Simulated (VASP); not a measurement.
# Cu (Fm-3m) in VASP: single point with PBEsol

Aim: the single point of Cu with PBEsol.

Program: VASP 6.6.1. These are calculated values, not measurements. Logs are shortened: lines on timing, memory, paths and dates and some standing lists are left out, and cuts for length are marked.

### Step 1. The cell of the first run

It takes space group Fm-3m (No. 225, cubic). Conventional cell: a = 3.563 Å, b = 3.563 Å, c = 3.563 Å, α = 90.00°, β = 90.00°, γ = 90.00°. Within 3.3 Å of Cu (site symmetry m-3m) lie 12 Cu at 2.52 Å.

### Step 2. Single point, PBEsol

INCAR reads:

```
SYSTEM = Cu
PREC = Accurate
ENCUT = 520
EDIFF = 1E-7
ISMEAR = 0
SIGMA = 0.05
LREAL = .False.
LASPH = .True.
NELM = 100
ALGO = Normal
ISIF = 2
LWAVE = .False.
LCHARG = .False.
GGA = PS
NBANDS = 12
```

KPOINTS reads:

```
regular mesh
0
Gamma
  20 20 20
  0 0 0
```

POSCAR reads:

```
Cu
1.0
    0.0000000000      1.7816793458      1.7816793458
    1.7816793458      0.0000000000      1.7816793458
    1.7816793458      1.7816793458      0.0000000000
Cu
1
Direct
    0.0000000000      0.0000000000      0.0000000000
```

Potentials or basis: VASP PAW PBE potentials, release 64 (Cu).

The run is started by

```console
$ cat potpaw_PBE.64/Cu/POTCAR > POTCAR
$ mpirun -np 1 vasp_std > vasp.out
```

OUTCAR:

```text
SYSTEM = Cu
   PREC = Accurate
   ENCUT = 520
   EDIFF = 1E-7
   ISMEAR = 0
   LREAL = .False.
   LASPH = .True.
   NELM = 100
   ISIF = 2
   GGA = PS

 ion  position               nearest neighbor table
   1  0.000  0.000  0.000-

  LATTYP: Found a face centered cubic cell.
 ALAT       =     3.5633586916

  Lattice vectors:

 A1 = (   0.0000000000,   1.7816793458,   1.7816793458)
 A2 = (   1.7816793458,   0.0000000000,   1.7816793458)
 A3 = (   1.7816793458,   1.7816793458,   0.0000000000)

Analysis of symmetry for initial positions (statically):
=====================================================================
 Subroutine PRICEL returns:
 Original cell was already a primitive cell.

 Routine SETGRP: Setting up the symmetry group for a
 face centered cubic supercell.

 Subroutine GETGRP returns: Found 48 space group operations
 (whereof 48 operations were pure point group operations)
 out of a pool of 48 trial point group operations.

The static configuration has the point symmetry O_h .

Analysis of symmetry for dynamics (positions and initial velocities):
=====================================================================
 Subroutine PRICEL returns:
 Original cell was already a primitive cell.

 Routine SETGRP: Setting up the symmetry group for a
 face centered cubic supercell.

 Subroutine GETGRP returns: Found 48 space group operations
 (whereof 48 operations were pure point group operations)
 out of a pool of 48 trial point group operations.

The dynamic configuration has the point symmetry O_h .

 Subroutine INISYM returns: Found 48 space group operations
 (whereof 48 operations are pure point group operations),
 and found     1 'primitive' translations

----------------------------------------------------------------------------------------

                                     Primitive cell

  volume of cell :      11.3115

  direct lattice vectors                    reciprocal lattice vectors
     0.000000000  1.781679346  1.781679346    -0.280634111  0.280634111  0.280634111
     1.781679346  0.000000000  1.781679346     0.280634111 -0.280634111  0.280634111
     1.781679346  1.781679346  0.000000000     0.280634111  0.280634111 -0.280634111

  length of vectors
     2.519675095  2.519675095  2.519675095     0.486072539  0.486072539  0.486072539

  position of ions in fractional coordinates (direct lattice)
     0.000000000  0.000000000  0.000000000

  ion indices of the primitive-cell ions
   primitive index   ion index
                 1           1

----------------------------------------------------------------------------------------

 KPOINTS: regular mesh

Automatic generation of k-mesh.
 Grid dimensions read from file:
 generate k-points for:   20   20   20

 Generating k-lattice:

  Cartesian coordinates                     Fractional coordinates (reciprocal lattice)
    -0.014031706  0.014031706  0.014031706     0.050000000  0.000000000  0.000000000
     0.014031706 -0.014031706  0.014031706     0.000000000  0.050000000  0.000000000
     0.014031706  0.014031706 -0.014031706     0.000000000  0.000000000  0.050000000

  Length of vectors
     0.024303627  0.024303627  0.024303627

  Shift w.r.t. Gamma in fractional coordinates (k-lattice)
     0.000000000  0.000000000  0.000000000

 Subroutine IBZKPT returns following result:
 ===========================================

 Found    256 irreducible k-points:

 Following reciprocal coordinates:
            Coordinates               Weight
  0.000000  0.000000  0.000000      1.000000
  0.050000  0.000000  0.000000      8.000000
  0.100000  0.000000  0.000000      8.000000
  0.150000  0.000000  0.000000      8.000000
  0.200000  0.000000  0.000000      8.000000
  0.250000  0.000000  0.000000      8.000000
[... 16 lines left out ...]
 -0.400000  0.050000  0.000000     24.000000
 -0.350000  0.050000  0.000000     24.000000
 [... further k-points ...]
   k-points           NKPTS =    256   k-points in BZ     NKDIM =    256   number of bands    NBANDS=     12
   number of dos      NEDOS =    301   number of ions     NIONS =      1
   total plane-waves  NPLWV =   8000
   dimension x,y,z NGX =    20 NGY =   20 NGZ =   20
   dimension x,y,z NGXF=    40 NGYF=   40 NGZF=   40
   ions per type =               1
   NGX,Y,Z   is equivalent  to a cutoff of  13.20, 13.20, 13.20 a.u.
   NGXF,Y,Z  is equivalent  to a cutoff of  26.39, 26.39, 26.39 a.u.
 SYSTEM =  Cu
   PREC   = accura    normal or accurate (medium, high low for compatibility)
   ISTART =      0    job   : 0-new  1-cont  2-samecut
   ICHARG =      2    charge: 1-file 2-atom 10-const
   ISPIN  =      1    spin polarized calculation?
   LNONCOLLINEAR =      F non collinear calculations
   LSORBIT =      F    spin-orbit coupling
   LASPH  =      T    aspherical Exc in radial PAW
   ENCUT  =  520.0 eV  38.22 Ry    6.18 a.u.   4.68  4.68  4.68*2*pi/ulx,y,z
   NELM   =    100;   NELMIN=  2; NELMDL= -5     # of ELM steps
   EDIFF  = 0.1E-06   stopping-criterion for ELM
   LREAL  =      F    real-space projection
   EDIFFG = 0.1E-05   stopping-criterion for IOM
   NSW    =      0    number of steps for IOM
   IBRION =     -1    ionic relax: 0-MD 1-quasi-New 2-CG
   NFREE  =      0    steps in history (QN), initial steepest desc. (CG)
   ISIF   =      2    stress and relaxation
   ISYM   =      2    0-nonsym 1-usesym 2-fastsym
   POTIM  = 0.5000    time-step for ionic-motion
   TEBEG  =    0.0;   TEEND  =   0.0 temperature during run
   PSTRESS=    0.0 pullay stress
   NELECT =      11.0000    total number of electrons
   NUPDOWN=      -1.0000    fix difference up-down
   EMIN   =  10.00;   EMAX   =-10.00  energy-range for DOS
   EFERMI =   0.00;   METHOD = LEGACY
   ISMEAR =     0;   SIGMA  =   0.05  broadening in eV -4-tet -1-fermi 0-gaus
   EFERMI_NEDOS =   21; number of points for ismear=-14 and -15
   IALGO  =     38    algorithm
   IMIX   =      4    mixing-type and parameters
     AMIX     =   0.40;   BMIX     =  1.00
     AMIX_MAG =   1.60;   BMIX_MAG =  1.00
  volume/ion in A,a.u.               =      11.31        76.33
  Fermi-wavevector in a.u.,A,eV,Ry     =   1.621933  3.065009 35.792383  2.630666
  Thomas-Fermi vector in A             =   2.715628
   LORBIT       =      0    0 simple, 1 ext, 2 COOP (PROOUT), +10 PAW based schemes
   GGA     = PS    functional components
   LHFCALC =     F    Hartree Fock is set to
   AEXX    =    0.0000 exact exchange contribution
   IVDW    =     0    specifies the selected vdW correction
   LEPSILON=     F    determine dielectric tensor
   LRPA    =     F    only Hartree local field effects (RPA)
 non-spin polarized calculation
 Gauss-broadening in eV      SIGMA  =   0.05
  energy-cutoff  :      520.00
  volume of cell :       11.31
 maximum number of plane-waves:       322
   NGX =  9   NGY =  9   NGZ =  9

 number of electron      11.0000013 magnetization

 Free energy of the ion-electron system (eV)
  ---------------------------------------------------
  ext. energy  EPLUGINS =         0.00000000
  ---------------------------------------------------
  free energy    TOTEN  =        -4.30945647 eV

  energy without entropy =       -4.30914130  energy(sigma->0) =       -4.30929888

 E-fermi :   7.9102     XC(G=0): -13.1615

 val. band max:        7.8578321258   @ k =   0.4500   0.3000   0.0000
 cond. band min:       7.9162690799   @ k =   0.5000   0.2500   0.1000
 fundamental gap:      0.0584369542
 Fermi energy:         7.9102247653

 k-point     1 :       0.0000    0.0000    0.0000
  band No.  band energies     occupation
      1      -1.7779      2.00000
      2       4.7855      2.00000
      3       4.7855      2.00000
      4       4.7855      2.00000
      5       5.6752      2.00000
      6       5.6752      2.00000
      7      30.8732      0.00000
      8      33.8254      0.00000
      9      33.8254      0.00000
     10      33.8254      0.00000
     11      36.3445      0.00000
     12      36.3445      0.00000

 k-point     2 :       0.0500    0.0000    0.0000
  band No.  band energies     occupation
      1      -1.6839      2.00000
      2       4.7643      2.00000
      3       4.8041      2.00000
      4       4.8041      2.00000
      5       5.6676      2.00000
      6       5.6676      2.00000
      7      30.4176      0.00000
      8      32.5256      0.00000
      9      33.5153      0.00000
     10      33.5153      0.00000
     11      36.7837      0.00000
     12      36.7837      0.00000

 k-point     3 :       0.1000    0.0000    0.0000
  band No.  band energies     occupation
      1      -1.4042      2.00000
      2       4.7055      2.00000
      3       4.8542      2.00000
      4       4.8542      2.00000
      5       5.6504      2.00000
      6       5.6504      2.00000
      7      28.4709      0.00000
      8      31.7435      0.00000
      9      32.9158      0.00000
     10      32.9158      0.00000
     11      37.7332      0.00000
     12      37.7332      0.00000
[... 286 lines left out ...]
 k-point    23 :      -0.4000    0.0500    0.0000
  band No.  band energies     occupation
      1       2.4910      2.00000
      2       4.7607      2.00000
      3       4.8110      2.00000
      4       5.5097      2.00000
      5       6.1480      2.00000
      6       6.6072      2.00000
      7      13.5820      0.00000
      8      28.2419      0.00000
      9      30.1926      0.00000
     10      31.0254      0.00000
     11      33.9202      0.00000
     12      35.3420      0.00000

 k-point    24 :      -0.3500    0.0500    0.0000
  band No.  band energies     occupation
      1       2.1340      2.00000
      2       4.8149      2.00000
      3       4.8582      2.00000
      4       4.9628      2.00000
      5       6.0093      2.00000
      6       6.3044      2.00000
      7      15.4596      0.00000
      8      28.1988      0.00000
      9      30.5822      0.00000
     10      31.7769      0.00000
     11      33.9939      0.00000
     12      35.8080      0.00000

 [... further k-points ...]
[... 5 lines left out ...]
  --------------------------------------------------------------------------------------
  -------------------------------------------------------------------------------------
  Total        0.0528273      0.0528273      0.0528273     -0.0000000      0.0000000      0.0000000
  in kB        7.4825614      7.4825614      7.4825614     -0.0000000      0.0000000      0.0000000
  external PRESSURE =       7.4825614 kB  Pullay stress =       0.0000000 kB

 VOLUME and BASIS-vectors are now :
 -----------------------------------------------------------------------------
  energy-cutoff  :      520.00
  volume of cell :       11.31
      direct lattice vectors                 reciprocal lattice vectors
     0.000000000  1.781679346  1.781679346    -0.280634111  0.280634111  0.280634111
     1.781679346  0.000000000  1.781679346     0.280634111 -0.280634111  0.280634111
     1.781679346  1.781679346  0.000000000     0.280634111  0.280634111 -0.280634111

 POSITION                                       TOTAL-FORCE (eV/Angst)
 -----------------------------------------------------------------------------------
      0.00000      0.00000      0.00000        -0.000000      0.000000     -0.000000
 -----------------------------------------------------------------------------------
    total drift:                                0.000000      0.000000      0.000000

  FREE ENERGIE OF THE ION-ELECTRON SYSTEM (eV)
  ---------------------------------------------------
  free  energy   TOTEN  =        -4.3094564651 eV

  energy  without entropy=       -4.3091413042  energy(sigma->0) =       -4.30929888
```

Run time: 20 s. Hardware: 1 thread of Intel Xeon Platinum 8488C (Sapphire Rapids), shared host; peak memory 0.15 GiB.

What came out:

```
Free energy : -4.3095 eV
Pressure    : 0.7 GPa
```

Caveat: the PAW data sets were made with another functional, which shifts forces and pressure a little.
